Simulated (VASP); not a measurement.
# Ba (Fd-3m) in VASP: further runs

The runs below take Ba through single point, with r2SCAN.

Program: VASP 6.6.1. These are calculated values, not measurements. Logs are shortened: lines on timing, memory, paths and dates and some standing lists are left out, and cuts for length are marked.

## Step 1: The cell of the first run

The structure is cubic, space group Fd-3m (No. 227). Conventional cell: a = 6.376 Å, b = 6.376 Å, c = 6.376 Å, α = 90.00°, β = 90.00°, γ = 90.00°. Within 3.6 Å of Ba (site symmetry -43m) lie 4 Ba at 2.76 Å.

This isn't the form of Ba at room conditions, which is bcc.

## Step 2: Single point, r2SCAN

POSCAR

```
Ba
1.0
    0.0000000000      3.1878850284      3.1878850284
    3.1878850284      0.0000000000      3.1878850284
    3.1878850284      3.1878850284      0.0000000000
Ba
2
Direct
    0.0000000000      0.0000000000      0.0000000000
    0.2500000000      0.2500000000      0.2500000000
```

INCAR.step1

```
  PREC = Accurate
  ENCUT = 520
  ISMEAR = 0
  SIGMA = 0.1
  LREAL = F
  LASPH = T
  NELM = 80
  NBANDS = 17
  GGA = PE
  ALGO = Normal
  EDIFF = 1E-4
  LWAVE = T
  LCHARG = F
```

INCAR.step2

```
  PREC = Accurate
  ENCUT = 520
  EDIFF = 1E-7
  ISMEAR = 0
  SIGMA = 0.1
  LREAL = F
  LASPH = T
  NELM = 80
  ALGO = Normal
  ISIF = 2
  LWAVE = F
  LCHARG = F
  METAGGA = R2SCAN
  LMIXTAU = T
  NBANDS = 17
  ISTART = 1
```

KPOINTS

```
Automatic mesh
0
Gamma
  5 5 5
```

Potentials or basis: VASP PAW PBE potentials, release 64 (Ba_sv).

Run with:

```bash
$ cat potpaw_PBE.64/Ba_sv/POTCAR > POTCAR
$ cp INCAR.step1 INCAR
$ mpirun -np 1 vasp_std > vasp.out
$ cp INCAR.step2 INCAR
$ mpirun -np 1 vasp_std > vasp.out
```

OUTCAR:

```text
PREC = Accurate
   ENCUT = 520
   EDIFF = 1E-7
   ISMEAR = 0
   LREAL = F
   LASPH = T
   NELM = 80
   ISIF = 2
   METAGGA = R2SCAN
   ISTART = 1

 ion  position               nearest neighbor table
   1  0.000  0.000  0.000-   2 2.76   2 2.76   2 2.76   2 2.76
   2  0.250  0.250  0.250-   1 2.76   1 2.76   1 2.76   1 2.76

  LATTYP: Found a face centered cubic cell.
 ALAT       =     6.3757700568

  Lattice vectors:

 A1 = (   0.0000000000,   3.1878850284,   3.1878850284)
 A2 = (   3.1878850284,   0.0000000000,   3.1878850284)
 A3 = (   3.1878850284,   3.1878850284,   0.0000000000)

Analysis of symmetry for initial positions (statically):
=====================================================================
 Subroutine PRICEL returns:
 Original cell was already a primitive cell.

 Routine SETGRP: Setting up the symmetry group for a
 face centered cubic supercell.

 Subroutine GETGRP returns: Found 48 space group operations
 (whereof 24 operations were pure point group operations)
 out of a pool of 48 trial point group operations.

The static configuration has the point symmetry T_d .
 The point group associated with its full space group is O_h .

Analysis of symmetry for dynamics (positions and initial velocities):
=====================================================================
 Subroutine PRICEL returns:
 Original cell was already a primitive cell.

 Routine SETGRP: Setting up the symmetry group for a
 face centered cubic supercell.

 Subroutine GETGRP returns: Found 48 space group operations
 (whereof 24 operations were pure point group operations)
 out of a pool of 48 trial point group operations.

The dynamic configuration has the point symmetry T_d .
 The point group associated with its full space group is O_h .

 Subroutine INISYM returns: Found 48 space group operations
 (whereof 24 operations are pure point group operations),
 and found     1 'primitive' translations

----------------------------------------------------------------------------------------

                                     Primitive cell

  volume of cell :      64.7945

  direct lattice vectors                    reciprocal lattice vectors
     0.000000000  3.187885028  3.187885028    -0.156843799  0.156843799  0.156843799
     3.187885028  0.000000000  3.187885028     0.156843799 -0.156843799  0.156843799
     3.187885028  3.187885028  0.000000000     0.156843799  0.156843799 -0.156843799

  length of vectors
     4.508350242  4.508350242  4.508350242     0.271661429  0.271661429  0.271661429

  position of ions in fractional coordinates (direct lattice)
     0.000000000  0.000000000  0.000000000
     0.250000000  0.250000000  0.250000000

  ion indices of the primitive-cell ions
   primitive index   ion index
                 1           1
                 2           2

----------------------------------------------------------------------------------------

 KPOINTS: Automatic mesh

Automatic generation of k-mesh.
 Grid dimensions read from file:
 generate k-points for:    5    5    5

 Generating k-lattice:

  Cartesian coordinates                     Fractional coordinates (reciprocal lattice)
    -0.031368760  0.031368760  0.031368760     0.200000000  0.000000000  0.000000000
     0.031368760 -0.031368760  0.031368760     0.000000000  0.200000000  0.000000000
     0.031368760  0.031368760 -0.031368760     0.000000000  0.000000000  0.200000000

  Length of vectors
     0.054332286  0.054332286  0.054332286

  Shift w.r.t. Gamma in fractional coordinates (k-lattice)
     0.000000000  0.000000000  0.000000000

 Subroutine IBZKPT returns following result:
 ===========================================

 Found     10 irreducible k-points:

 Following reciprocal coordinates:
            Coordinates               Weight
  0.000000  0.000000  0.000000      1.000000
  0.200000  0.000000  0.000000      8.000000
  0.400000  0.000000  0.000000      8.000000
  0.200000  0.200000  0.000000      6.000000
  0.400000  0.200000  0.000000     24.000000
 -0.400000  0.200000  0.000000     24.000000
 -0.200000  0.200000  0.000000     12.000000
  0.400000  0.400000  0.000000      6.000000
 -0.400000  0.400000  0.000000     12.000000
 -0.400000  0.400000  0.200000     24.000000
   k-points           NKPTS =     10   k-points in BZ     NKDIM =     10   number of bands    NBANDS=     17
   number of dos      NEDOS =    301   number of ions     NIONS =      2
   total plane-waves  NPLWV =  46656
   dimension x,y,z NGX =    36 NGY =   36 NGZ =   36
   dimension x,y,z NGXF=    72 NGYF=   72 NGZF=   72
   ions per type =               2
   NGX,Y,Z   is equivalent  to a cutoff of  13.28, 13.28, 13.28 a.u.
   NGXF,Y,Z  is equivalent  to a cutoff of  26.55, 26.55, 26.55 a.u.
 SYSTEM =  unknown system
   PREC   = accura    normal or accurate (medium, high low for compatibility)
   ISTART =      1    job   : 0-new  1-cont  2-samecut
   ICHARG =      0    charge: 1-file 2-atom 10-const
   ISPIN  =      1    spin polarized calculation?
   LNONCOLLINEAR =      F non collinear calculations
   LSORBIT =      F    spin-orbit coupling
   LASPH  =      T    aspherical Exc in radial PAW
   ENCUT  =  520.0 eV  38.22 Ry    6.18 a.u.   8.38  8.38  8.38*2*pi/ulx,y,z
   NELM   =     80;   NELMIN=  2; NELMDL=  0     # of ELM steps
   EDIFF  = 0.1E-06   stopping-criterion for ELM
   LREAL  =      F    real-space projection
   EDIFFG = 0.1E-05   stopping-criterion for IOM
   NSW    =      0    number of steps for IOM
   IBRION =     -1    ionic relax: 0-MD 1-quasi-New 2-CG
   NFREE  =      0    steps in history (QN), initial steepest desc. (CG)
   ISIF   =      2    stress and relaxation
   ISYM   =      2    0-nonsym 1-usesym 2-fastsym
   POTIM  = 0.5000    time-step for ionic-motion
   TEBEG  =    0.0;   TEEND  =   0.0 temperature during run
   PSTRESS=    0.0 pullay stress
   NELECT =      20.0000    total number of electrons
   NUPDOWN=      -1.0000    fix difference up-down
   EMIN   =  10.00;   EMAX   =-10.00  energy-range for DOS
   EFERMI =   0.00;   METHOD = LEGACY
   ISMEAR =     0;   SIGMA  =   0.10  broadening in eV -4-tet -1-fermi 0-gaus
   EFERMI_NEDOS =   21; number of points for ismear=-14 and -15
   IALGO  =     38    algorithm
   IMIX   =      4    mixing-type and parameters
     AMIX     =   0.40;   BMIX     =  1.00
     AMIX_MAG =   1.60;   BMIX_MAG =  1.00
  volume/ion in A,a.u.               =      32.40       218.63
  Fermi-wavevector in a.u.,A,eV,Ry     =   1.106383  2.090761 16.654667  1.224083
  Thomas-Fermi vector in A             =   2.242883
   LORBIT       =      0    0 simple, 1 ext, 2 COOP (PROOUT), +10 PAW based schemes
   METAGGA = R2SCAN    functional components
   LHFCALC =     F    Hartree Fock is set to
   AEXX    =    0.0000 exact exchange contribution
   IVDW    =     0    specifies the selected vdW correction
   LEPSILON=     F    determine dielectric tensor
   LRPA    =     F    only Hartree local field effects (RPA)
 non-spin polarized calculation
 Gauss-broadening in eV      SIGMA  =   0.10
  energy-cutoff  :      520.00
  volume of cell :       64.79
 maximum number of plane-waves:      1807
 NGX is ok and might be reduce to    36
   NGX = 17   NGY = 17   NGZ = 17

 number of electron      20.0000001 magnetization

 Free energy of the ion-electron system (eV)
  ---------------------------------------------------
  ext. energy  EPLUGINS =         0.00000000
  ---------------------------------------------------
  free energy    TOTEN  =       -48.07805078 eV

  energy without entropy =      -48.05629929  energy(sigma->0) =      -48.06717504

 E-fermi :   4.0126     XC(G=0): -10.3510

 val. band max:        3.9854523010   @ k =  -0.4000   0.2000   0.0000
 cond. band min:       4.0366056823   @ k =  -0.4000   0.2000   0.0000
 fundamental gap:      0.0511533812
 Fermi energy:         4.0125652459

 k-point     1 :       0.0000    0.0000    0.0000
  band No.  band energies     occupation
      1     -27.0099      2.00000
      2     -23.5429      2.00000
      3     -12.0816      2.00000
      4     -12.0816      2.00000
      5     -12.0816      2.00000
      6      -8.9489      2.00000
[... 9 lines left out ...]
     16      11.0089      0.00000
     17      11.0089      0.00000

 k-point     2 :       0.2000    0.0000    0.0000
  band No.  band energies     occupation
      1     -26.8181      2.00000
      2     -23.8663      2.00000
      3     -12.2614      2.00000
      4     -12.2614      2.00000
      5     -12.0679      2.00000
      6      -8.6753      2.00000
[... 9 lines left out ...]
     16      10.1462      0.00000
     17      10.1462      0.00000

 k-point     3 :       0.4000    0.0000    0.0000
  band No.  band energies     occupation
      1     -26.3947      2.00000
      2     -24.4910      2.00000
      3     -12.5040      2.00000
      4     -12.5040      2.00000
      5     -12.1229      2.00000
      6      -8.2471      2.00000
[... 9 lines left out ...]
     16      11.6420      0.00000
     17      11.6420      0.00000

 k-point     4 :       0.2000    0.2000    0.0000
  band No.  band energies     occupation
      1     -26.7462      2.00000
      2     -23.9800      2.00000
      3     -12.4768      2.00000
      4     -12.4768      2.00000
      5     -11.6093      2.00000
      6      -9.2396      2.00000
[... 9 lines left out ...]
     16       9.7138      0.00000
     17       9.7138      0.00000

 k-point     5 :       0.4000    0.2000    0.0000
  band No.  band energies     occupation
      1     -26.3534      2.00000
      2     -24.5449      2.00000
      3     -12.8410      2.00000
      4     -12.7045      2.00000
      5     -11.2984      2.00000
      6      -9.1806      2.00000
[... 9 lines left out ...]
     16       9.8117      0.00000
     17      10.5862      0.00000

 k-point     6 :      -0.4000    0.2000    0.0000
  band No.  band energies     occupation
      1     -26.1236      2.00000
      2     -24.8379      2.00000
      3     -13.0571      2.00000
      4     -12.6647      2.00000
      5     -11.2994      2.00000
      6      -8.8576      2.00000
[... 9 lines left out ...]
     16      10.4758      0.00000
     17      10.5277      0.00000

 k-point     7 :      -0.2000    0.2000    0.0000
  band No.  band energies     occupation
      1     -26.5249      2.00000
      2     -24.3094      2.00000
      3     -12.8133      2.00000
      4     -12.4014      2.00000
      5     -11.6348      2.00000
      6      -8.7898      2.00000
[... 9 lines left out ...]
     16       9.1212      0.00000
     17       9.3479      0.00000

 k-point     8 :       0.4000    0.4000    0.0000
  band No.  band energies     occupation
      1     -26.0094      2.00000
      2     -24.9743      2.00000
      3     -12.9475      2.00000
      4     -12.9475      2.00000
      5     -10.6625      2.00000
      6      -9.8558      2.00000
[... 9 lines left out ...]
     16      10.8567      0.00000
     17      11.1778      0.00000

 k-point     9 :      -0.4000    0.4000    0.0000
  band No.  band energies     occupation
      1     -25.6685      2.00000
      2     -25.3525      2.00000
      3     -13.1490      2.00000
      4     -12.9264      2.00000
      5     -10.4814      2.00000
      6      -9.7586      2.00000
[... 9 lines left out ...]
     16       9.6637      0.00000
     17      11.5712      0.00000

 k-point    10 :      -0.4000    0.4000    0.2000
  band No.  band energies     occupation
      1     -25.9157      2.00000
      2     -25.0822      2.00000
      3     -13.1179      2.00000
      4     -12.9033      2.00000
      5     -10.6529      2.00000
      6      -9.5035      2.00000
[... 9 lines left out ...]
     16       9.9265      0.00000
     17      10.2475      0.00000

------------------------ aborting loop because EDIFF is reached ----------------------------------------

  FORCE on cell =-STRESS in cart. coord.  units (eV):
  Direction    XX          YY          ZZ          XY          YZ          ZX
  --------------------------------------------------------------------------------------
  -------------------------------------------------------------------------------------
  Total       14.2687667     14.2687667     14.2687667      0.0000000      0.0000000      0.0000000
  in kB      352.8247751    352.8247751    352.8247751      0.0000000      0.0000000      0.0000000
  external PRESSURE =     352.8247751 kB  Pullay stress =       0.0000000 kB

 VOLUME and BASIS-vectors are now :
 -----------------------------------------------------------------------------
  energy-cutoff  :      520.00
  volume of cell :       64.79
      direct lattice vectors                 reciprocal lattice vectors
     0.000000000  3.187885028  3.187885028    -0.156843799  0.156843799  0.156843799
     3.187885028  0.000000000  3.187885028     0.156843799 -0.156843799  0.156843799
     3.187885028  3.187885028  0.000000000     0.156843799  0.156843799 -0.156843799

 POSITION                                       TOTAL-FORCE (eV/Angst)
 -----------------------------------------------------------------------------------
      0.00000      0.00000      0.00000        -0.000000     -0.000000     -0.000000
      1.59394      1.59394      1.59394         0.000000      0.000000      0.000000
 -----------------------------------------------------------------------------------
    total drift:                                0.000000      0.000000     -0.000000

  FREE ENERGIE OF THE ION-ELECTRON SYSTEM (eV)
  ---------------------------------------------------
  free  energy   TOTEN  =       -48.0780507833 eV

  energy  without entropy=      -48.0562992926  energy(sigma->0) =      -48.06717504
```

Run time: 28 s. Hardware: 1 thread of Intel Xeon 6975P-C (Granite Rapids), shared host; peak memory 0.2 GiB.

Results:

| Quantity | Value |
| --- | --- |
| Free energy | -48.0781 eV |
| Pressure | 35.3 GPa |
| Band gap on the k mesh | zero (bands 10 and 11 overlap by 0.39 eV) |

Levels at points of the mesh, in eV from the Fermi level:
```csv
k point,band 7,band 8,band 9,band 10,band 11,band 12,band 13,band 14
"(0.00, 0.00, 0.00)",-12.96,-12.96,-1.67,0.06,0.06,2.76,2.76,2.76
```

Caveat: the cell stands under pressure; the PAW data sets were made with another functional, which shifts forces and pressure a little; spin-orbit coupling is left out, which moves the levels of the heavy elements.

## Step 3: Single point, r2SCAN

This run uses another cell than the first one, of 35.34 Å³/atom.

POSCAR

```
Ba
1.0
    0.0000000000      3.2817164731      3.2817164731
    3.2817164731      0.0000000000      3.2817164731
    3.2817164731      3.2817164731      0.0000000000
Ba
2
Direct
    0.0000000000      0.0000000000      0.0000000000
    0.2500000000      0.2500000000      0.2500000000
```

INCAR.step1

```
SYSTEM = Ba
ALGO = Normal
EDIFF = 1E-4
ENCUT = 520
GGA = PE
ISMEAR = 0
LASPH = .TRUE.
LCHARG = .FALSE.
LREAL = .FALSE.
LWAVE = .TRUE.
NBANDS = 17
NELM = 80
PREC = Accurate
SIGMA = 0.1
```

INCAR.step2

```
SYSTEM = Ba
ALGO = Normal
EDIFF = 1E-7
ENCUT = 520
ISIF = 2
ISMEAR = 0
ISTART = 1
LASPH = .TRUE.
LCHARG = .TRUE.
LELF = .TRUE.
LMIXTAU = .TRUE.
LREAL = .FALSE.
LVHAR = .TRUE.
LWAVE = .FALSE.
METAGGA = R2SCAN
NBANDS = 17
NELM = 80
PREC = Accurate
SIGMA = 0.1
```

KPOINTS

```
k-points
0
G
  5 5 5
  0 0 0
```

Potentials or basis: VASP PAW PBE potentials, release 64 (Ba_sv).

Run with:

```bash
$ cat potpaw_PBE.64/Ba_sv/POTCAR > POTCAR
$ cp INCAR.step1 INCAR
$ mpirun -np 1 vasp_std > vasp.out
$ cp INCAR.step2 INCAR
$ mpirun -np 1 vasp_std > vasp.out
```

It took 36 s on 1 thread of Intel Xeon 6975P-C (Granite Rapids), shared host; peak memory 0.21 GiB.

The run converged. Its results:

```yaml
Free_energy: -49.1478 eV
Pressure: 23.6 GPa
Band_gap_on_the_k_mesh: zero (bands 10 and 11 overlap by 0.33 eV)
```

Levels at points of the mesh, in eV from the Fermi level:
| k point | band 8 | band 9 | band 10 | band 11 | band 12 | band 13 |
| --- | --- | --- | --- | --- | --- | --- |
| (0.00, 0.00, 0.00) | -13.20 | -1.76 | 0.12 | 0.12 | 2.52 | 2.52 |

Caveat: the cell stands under pressure; the PAW data sets were made with another functional, which shifts forces and pressure a little; spin-orbit coupling is left out, which moves the levels of the heavy elements.
